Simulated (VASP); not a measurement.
# Sb (Fd-3m) in VASP: further runs

Sb is run at these levels: PBE; tasks: single point.

All numbers are computed with VASP 6.6.1; they aren't measurements. Logs are shortened: lines on timing, memory, paths and dates and some standing lists are left out, and cuts for length are marked.

## 1. The cell of the first run

It takes space group Fd-3m (No. 227, cubic). The conventional cell has a = 5.546 Å, b = 5.546 Å, c = 5.546 Å, α = 90.00°, β = 90.00°, γ = 90.00°. Sb (site symmetry -43m) has 4 Sb at 2.40 Å within 3.2 Å.

## 2. Single point, PBE (volume scaled by 0.5)

The input, INCAR:

```
ALGO = Normal
EDIFF = 1E-6
ENCUT = 500
GGA = PE
GGA_COMPAT = False
ISIF = 2
ISMEAR = -1
LASPH = True
LCHARG = True
LELF = True
LREAL = False
LVHAR = True
LWAVE = False
NBANDS = 12
NELM = 120
PREC = Accurate
SIGMA = 0.08
```

The input, KPOINTS:

```
k-points
0
Gamma
  10 10 10
```

The input, POSCAR:

```
Sb
1.0
    0.0000000000      2.7732142483      2.7732142483
    2.7732142483      0.0000000000      2.7732142483
    2.7732142483      2.7732142483      0.0000000000
Sb
2
Direct
   -0.1250000000     -0.1250000000     -0.1250000000
    0.1250000000      0.1250000000      0.1250000000
```

Potentials or basis: VASP PAW PBE potentials, release 64 (Sb).

Started as:

```sh
cat potpaw_PBE.64/Sb/POTCAR > POTCAR
mpirun -np 1 vasp_std > vasp.out
```

OUTCAR:

```text
EDIFF = 1E-6
   ENCUT = 500
   GGA = PE
   ISIF = 2
   ISMEAR = -1
   LASPH = True
   LREAL = False
   NELM = 120
   PREC = Accurate

 ion  position               nearest neighbor table
   1  0.875  0.875  0.875-   2 2.40   2 2.40   2 2.40   2 2.40
   2  0.125  0.125  0.125-   1 2.40   1 2.40   1 2.40   1 2.40

  LATTYP: Found a face centered cubic cell.
 ALAT       =     5.5464284966

  Lattice vectors:

 A1 = (   0.0000000000,   2.7732142483,   2.7732142483)
 A2 = (   2.7732142483,   0.0000000000,   2.7732142483)
 A3 = (   2.7732142483,   2.7732142483,   0.0000000000)

Analysis of symmetry for initial positions (statically):
=====================================================================
 Subroutine PRICEL returns:
 Original cell was already a primitive cell.

 Routine SETGRP: Setting up the symmetry group for a
 face centered cubic supercell.

 Subroutine GETGRP returns: Found 48 space group operations
 (whereof 12 operations were pure point group operations)
 out of a pool of 48 trial point group operations.

The static configuration has the point symmetry D_3d.
 The point group associated with its full space group is O_h .

Analysis of symmetry for dynamics (positions and initial velocities):
=====================================================================
 Subroutine PRICEL returns:
 Original cell was already a primitive cell.

 Routine SETGRP: Setting up the symmetry group for a
 face centered cubic supercell.

 Subroutine GETGRP returns: Found 48 space group operations
 (whereof 12 operations were pure point group operations)
 out of a pool of 48 trial point group operations.

The dynamic configuration has the point symmetry D_3d.
 The point group associated with its full space group is O_h .

 Subroutine INISYM returns: Found 48 space group operations
 (whereof 12 operations are pure point group operations),
 and found     1 'primitive' translations

----------------------------------------------------------------------------------------

                                     Primitive cell

  volume of cell :      42.6560

  direct lattice vectors                    reciprocal lattice vectors
     0.000000000  2.773214248  2.773214248    -0.180296203  0.180296203  0.180296203
     2.773214248  0.000000000  2.773214248     0.180296203 -0.180296203  0.180296203
     2.773214248  2.773214248  0.000000000     0.180296203  0.180296203 -0.180296203

  length of vectors
     3.921917201  3.921917201  3.921917201     0.312282185  0.312282185  0.312282185

  position of ions in fractional coordinates (direct lattice)
     0.875000000  0.875000000  0.875000000
     0.125000000  0.125000000  0.125000000

  ion indices of the primitive-cell ions
   primitive index   ion index
                 1           1
                 2           2

----------------------------------------------------------------------------------------

 KPOINTS: k-points

Automatic generation of k-mesh.
 Grid dimensions read from file:
 generate k-points for:   10   10   10

 Generating k-lattice:

  Cartesian coordinates                     Fractional coordinates (reciprocal lattice)
    -0.018029620  0.018029620  0.018029620     0.100000000  0.000000000  0.000000000
     0.018029620 -0.018029620  0.018029620     0.000000000  0.100000000  0.000000000
     0.018029620  0.018029620 -0.018029620     0.000000000  0.000000000  0.100000000

  Length of vectors
     0.031228218  0.031228218  0.031228218

  Shift w.r.t. Gamma in fractional coordinates (k-lattice)
     0.000000000  0.000000000  0.000000000

 Subroutine IBZKPT returns following result:
 ===========================================

 Found     47 irreducible k-points:

 Following reciprocal coordinates:
            Coordinates               Weight
  0.000000  0.000000  0.000000      1.000000
  0.100000  0.000000  0.000000      8.000000
  0.200000  0.000000  0.000000      8.000000
  0.300000  0.000000  0.000000      8.000000
  0.400000  0.000000  0.000000      8.000000
  0.500000  0.000000  0.000000      4.000000
[... 16 lines left out ...]
  0.300000  0.300000  0.000000      6.000000
  0.400000  0.300000  0.000000     24.000000
 [... further k-points ...]
   k-points           NKPTS =     47   k-points in BZ     NKDIM =     47   number of bands    NBANDS=     12
   number of dos      NEDOS =    301   number of ions     NIONS =      2
   total plane-waves  NPLWV =  27000
   dimension x,y,z NGX =    30 NGY =   30 NGZ =   30
   dimension x,y,z NGXF=    60 NGYF=   60 NGZF=   60
   ions per type =               2
   NGX,Y,Z   is equivalent  to a cutoff of  12.72, 12.72, 12.72 a.u.
   NGXF,Y,Z  is equivalent  to a cutoff of  25.43, 25.43, 25.43 a.u.
 SYSTEM =  unknown system
   PREC   = accura    normal or accurate (medium, high low for compatibility)
   ISTART =      0    job   : 0-new  1-cont  2-samecut
   ICHARG =      2    charge: 1-file 2-atom 10-const
   ISPIN  =      1    spin polarized calculation?
   LNONCOLLINEAR =      F non collinear calculations
   LSORBIT =      F    spin-orbit coupling
   LASPH  =      T    aspherical Exc in radial PAW
   ENCUT  =  500.0 eV  36.75 Ry    6.06 a.u.   7.15  7.15  7.15*2*pi/ulx,y,z
   NELM   =    120;   NELMIN=  2; NELMDL= -5     # of ELM steps
   EDIFF  = 0.1E-05   stopping-criterion for ELM
   LREAL  =      F    real-space projection
   EDIFFG = 0.1E-04   stopping-criterion for IOM
   NSW    =      0    number of steps for IOM
   IBRION =     -1    ionic relax: 0-MD 1-quasi-New 2-CG
   NFREE  =      0    steps in history (QN), initial steepest desc. (CG)
   ISIF   =      2    stress and relaxation
   ISYM   =      2    0-nonsym 1-usesym 2-fastsym
   POTIM  = 0.5000    time-step for ionic-motion
   TEBEG  =    0.0;   TEEND  =   0.0 temperature during run
   PSTRESS=    0.0 pullay stress
   NELECT =      10.0000    total number of electrons
   NUPDOWN=      -1.0000    fix difference up-down
   EMIN   =  10.00;   EMAX   =-10.00  energy-range for DOS
   EFERMI =   0.00;   METHOD = LEGACY
   ISMEAR =    -1;   SIGMA  =   0.08  broadening in eV -4-tet -1-fermi 0-gaus
   EFERMI_NEDOS =   21; number of points for ismear=-14 and -15
   IALGO  =     38    algorithm
   IMIX   =      4    mixing-type and parameters
     AMIX     =   0.40;   BMIX     =  1.00
     AMIX_MAG =   1.60;   BMIX_MAG =  1.00
  volume/ion in A,a.u.               =      21.33       143.93
  Fermi-wavevector in a.u.,A,eV,Ry     =   1.009442  1.907569 13.863974  1.018973
  Thomas-Fermi vector in A             =   2.142371
   LORBIT       =      0    0 simple, 1 ext, 2 COOP (PROOUT), +10 PAW based schemes
   GGA     = PE    functional components
   LHFCALC =     F    Hartree Fock is set to
   AEXX    =    0.0000 exact exchange contribution
   IVDW    =     0    specifies the selected vdW correction
   LEPSILON=     F    determine dielectric tensor
   LRPA    =     F    only Hartree local field effects (RPA)
 non-spin polarized calculation
  energy-cutoff  :      500.00
  volume of cell :       42.66
 maximum number of plane-waves:      1106
 NGX is ok and might be reduce to    30
   NGX = 15   NGY = 15   NGZ = 15

 number of electron      10.0000000 magnetization

 number of electron       9.9999999 magnetization

 Free energy of the ion-electron system (eV)
  ---------------------------------------------------
  ext. energy  EPLUGINS =         0.00000000
  ---------------------------------------------------
  free energy    TOTEN  =        -1.05460579 eV

  energy without entropy =       -1.03710186  energy(sigma->0) =       -1.04585382

 E-fermi :  12.8037     XC(G=0): -10.9532

 val. band max:       12.7180152449   @ k =  -0.3000   0.3000   0.1000
 cond. band min:      12.8595087709   @ k =   0.1000   0.0000   0.0000
 fundamental gap:      0.1414935261
 Fermi energy:        12.8036707469

 k-point     1 :       0.0000    0.0000    0.0000
  band No.  band energies     occupation
      1      -4.6198      2.00000
      2       9.8657      2.00000
      3       9.8657      2.00000
      4       9.8657      2.00000
      5      11.9305      1.99996
      6      12.4712      1.96915
      7      12.4712      1.96915
      8      12.4712      1.96915
      9      16.2342      0.00000
     10      19.4722      0.00000
     11      19.4722      0.00000
     12      19.7548      0.00000

 k-point     2 :       0.1000    0.0000    0.0000
  band No.  band energies     occupation
      1      -4.4769      2.00000
      2       8.1892      2.00000
      3       9.5444      2.00000
      4       9.5444      2.00000
      5      12.0146      1.99990
      6      12.8595      0.66452
      7      12.8595      0.66452
      8      13.7117      0.00002
      9      16.9209      0.00000
     10      18.4934      0.00000
     11      18.4934      0.00000
     12      19.3907      0.00000

 k-point     3 :       0.2000    0.0000    0.0000
  band No.  band energies     occupation
      1      -4.0548      2.00000
      2       5.8623      2.00000
      3       8.9537      2.00000
      4       8.9537      2.00000
      5      11.6166      2.00000
      6      13.5260      0.00024
      7      13.5260      0.00024
      8      15.6769      0.00000
      9      17.6340      0.00000
     10      18.0009      0.00000
     11      18.0009      0.00000
     12      19.9509      0.00000
[... 286 lines left out ...]
 k-point    23 :       0.3000    0.3000    0.0000
  band No.  band energies     occupation
      1      -2.9163      2.00000
      2       3.9921      2.00000
      3       6.7704      2.00000
      4       6.7704      2.00000
      5      10.6900      2.00000
      6      12.4540      1.97504
      7      17.3667      0.00000
      8      17.3667      0.00000
      9      19.3539      0.00000
     10      20.5286      0.00000
     11      21.4876      0.00000
     12      22.7212      0.00000

 k-point    24 :       0.4000    0.3000    0.0000
  band No.  band energies     occupation
      1      -2.2385      2.00000
      2       2.7887      2.00000
      3       6.0708      2.00000
      4       6.4866      2.00000
      5      10.9652      2.00000
      6      12.3071      1.99598
      7      17.4766      0.00000
      8      17.8229      0.00000
      9      21.2253      0.00000
     10      21.3064      0.00000
     11      21.9492      0.00000
     12      23.1643      0.00000

 [... further k-points ...]

------------------------ aborting loop because EDIFF is reached ----------------------------------------

  FORCE on cell =-STRESS in cart. coord.  units (eV):
  Direction    XX          YY          ZZ          XY          YZ          ZX
  --------------------------------------------------------------------------------------
  -------------------------------------------------------------------------------------
  Total       24.3457326     24.3457326     24.3457326     -0.0000000     -0.0000000      0.0000000
  in kB      914.4356858    914.4356858    914.4356858     -0.0000000     -0.0000000      0.0000000
  external PRESSURE =     914.4356858 kB  Pullay stress =       0.0000000 kB

 VOLUME and BASIS-vectors are now :
 -----------------------------------------------------------------------------
  energy-cutoff  :      500.00
  volume of cell :       42.66
      direct lattice vectors                 reciprocal lattice vectors
     0.000000000  2.773214248  2.773214248    -0.180296203  0.180296203  0.180296203
     2.773214248  0.000000000  2.773214248     0.180296203 -0.180296203  0.180296203
     2.773214248  2.773214248  0.000000000     0.180296203  0.180296203 -0.180296203

 POSITION                                       TOTAL-FORCE (eV/Angst)
 -----------------------------------------------------------------------------------
      4.85312      4.85312      4.85312         0.000000     -0.000000      0.000000
      0.69330      0.69330      0.69330        -0.000000      0.000000     -0.000000
 -----------------------------------------------------------------------------------
    total drift:                               -0.000000      0.000000      0.000000

  FREE ENERGIE OF THE ION-ELECTRON SYSTEM (eV)
  ---------------------------------------------------
  free  energy   TOTEN  =        -1.0546057855 eV

  energy  without entropy=       -1.0371018617  energy(sigma->0) =       -1.04585382
```

Run time: 15 s. Hardware: 1 thread of Intel Xeon 6975P-C, shared host; peak memory 0.17 GiB.

Results:

```
Free energy            : -1.0546 eV
Pressure               : 91.4 GPa
Band gap on the k mesh : zero (band 5 reaches 14.00 eV, above the bottom of band 6 at 10.75 eV)
```

Levels at points of the mesh, in eV from the Fermi level:
```tsv
k point	band 1	band 2	band 3	band 4	band 5	band 6	band 7	band 8	band 9	band 10
(0.00, 0.00, 0.00)	-17.42	-2.94	-2.94	-2.94	-0.87	-0.33	-0.33	-0.33	3.43	6.67
(0.50, 0.00, 0.00)	-14.92	-11.54	-4.81	-4.81	-1.82	1.04	1.04	3.56	7.94	7.94
(0.50, 0.50, 0.00)	-12.80	-12.80	-6.87	-6.87	-2.06	-2.06	7.91	7.91	9.56	9.56
```

Caveat: spin-orbit coupling is left out, which moves the levels of the heavy elements.

## 3. Single point, PBE (volume scaled by 0.5)

The input, INCAR:

```
SYSTEM = Sb
PREC = Accurate
ENCUT = 500
EDIFF = 1E-6
ISMEAR = -1
SIGMA = 0.08
LREAL = .FALSE.
LASPH = .TRUE.
NELM = 120
ALGO = Normal
ISIF = 2
LWAVE = .FALSE.
LCHARG = .FALSE.
GGA = PE
NBANDS = 12
GGA_COMPAT = .FALSE.
```

The input, KPOINTS:

```
Automatic mesh
0
G
  10 10 10
  0 0 0
```

POSCAR is that of step 2.

Potentials or basis: VASP PAW PBE potentials, release 64 (Sb).

Started as:

```sh
cat potpaw_PBE.64/Sb/POTCAR > POTCAR
mpirun -np 1 vasp_std > vasp.out
```

Wall time 16 s (1 thread of Intel Xeon 6975P-C, shared host); peak memory 0.17 GiB.

The run converged. Its results:

| Property | Result |
| --- | --- |
| Free energy | -1.0546 eV |
| Pressure | 91.4 GPa |
| Band gap on the k mesh | zero (band 5 reaches 14.00 eV, above the bottom of band 6 at 10.75 eV) |

Levels at points of the mesh, in eV from the Fermi level:
| k point | band 3 | band 4 | band 5 | band 6 | band 7 | band 8 |
| --- | --- | --- | --- | --- | --- | --- |
| (0.00, 0.00, 0.00) | -2.94 | -2.94 | -0.87 | -0.33 | -0.33 | -0.33 |
| (0.50, 0.00, 0.00) | -4.81 | -4.81 | -1.82 | 1.04 | 1.04 | 3.56 |
| (0.50, 0.50, 0.00) | -6.87 | -6.87 | -2.06 | -2.06 | 7.91 | 7.91 |

Caveat: spin-orbit coupling is left out, which moves the levels of the heavy elements.

(Continued in part 2 of 2.)
